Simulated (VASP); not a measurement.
A run of VASP 6.6.1 is set up as follows.

The input INCAR:

```
SYSTEM = MgSe3
ALGO = Normal ; EDIFF = 1E-6
EDIFFG = -0.04 ; ENCUT = 600
GGA = PE ; IBRION = 2
ISIF = 3 ; ISMEAR = 0
LASPH = .True. ; LCHARG = .False.
LREAL = .False. ; LWAVE = .False.
NELM = 60 ; NSW = 90
PREC = Accurate ; SIGMA = 0.1
```

File KPOINTS:

```
k-points
0
Gamma
  3 3 6
  0 0 0
```

File POSCAR:

```
MgSe3
1.0
    6.7043972400      0.0000000000      0.0000000000
   -3.3521986200      5.8061783200      0.0000000000
    0.0000000000      0.0000000000      3.4722813800
Mg Se
2 6
Direct
    0.3333333300      0.6666666700      0.5000000000
    0.6666666700      0.3333333300      0.5000000000
    0.3333333300      0.3333333300      0.1832054000
    0.0000000000      0.6666666700      0.1832054000
    0.6666666700      0.0000000000      0.1832054000
    0.0000000000      0.3333333300      0.8167946000
    0.6666666700      0.6666666700      0.8167946000
    0.3333333300      0.0000000000      0.8167946000
```

Potentials or basis: VASP PAW PBE potentials, release 64 (Mg, Se).

Run with:

```sh
$ cat potpaw_PBE.64/Mg/POTCAR potpaw_PBE.64/Se/POTCAR > POTCAR
$ mpirun -np 1 vasp_std > vasp.out
```

Q: What does it give for the band gap on the k mesh?

A: Zero (bands 20 and 21 overlap by 1.91 eV).

Q: Estimate the space group after relaxing (to 0.1 Å).

A: P-31m (No. 162).

Q: Predict the relaxed volume.

A: 31.37 Å³/atom.

Step by step:
```
step  energy change (eV)  largest force (eV/Å)  pressure (GPa)  volume (Å³)
   1              0.0000                1.1476           33.79       135.17
   2             -3.4500                0.7351           -6.04       217.48
   3             -4.1705                0.6726            0.18       184.60
   4             -4.1710                0.6734           -0.14       185.69
   5             -4.3411                0.6416           -0.05       186.70
   6             -4.7689                0.4525            0.40       189.41
   7             -4.4062                1.0756            3.77       193.54
   8             -4.8384                0.4612            1.05       190.83
   9             -4.9863                0.6167           -0.28       199.80
  10             -5.3538                1.4376           -2.88       227.90
  11             -5.3031                1.4073           -5.34       289.70
  12             -5.6064                1.7787           -3.48       239.37
  13             -5.6992                1.6524           -4.63       263.92
  14             -5.6968                1.7812           -3.90       246.89
  15             -5.7138                1.7763           -3.93       247.76
  16             -5.7609                1.7576           -4.04       250.37
  17             -5.8357                1.7026           -4.22       255.63
  18             -5.9027                1.5496           -4.51       266.31
  19             -6.0145                1.5174           -4.37       265.67
  20             -6.3338                1.3880           -3.91       263.74
  21             -6.8633                0.9375           -2.73       259.90
  22             -7.0653                1.1649            1.36       252.27
  23             -7.1668                0.0453           -0.81       255.66
  24             -7.1760                0.1730           -0.43       254.98
  25             -7.2247                0.1783           -0.37       254.56
  26             -7.3511                0.1776           -0.19       253.23
  27             -7.4732                0.1236            0.24       250.22
  28             -7.4741                0.1144            0.29       249.88
  29             -7.4762                0.0148           -0.01       250.98
```

Caveat: the k points lie up to 0.31 Å⁻¹ apart in the final cell, too coarse for converged energies and pressures of a metal; the volume moved by over 15 % at a fixed basis, so the end points are rough.
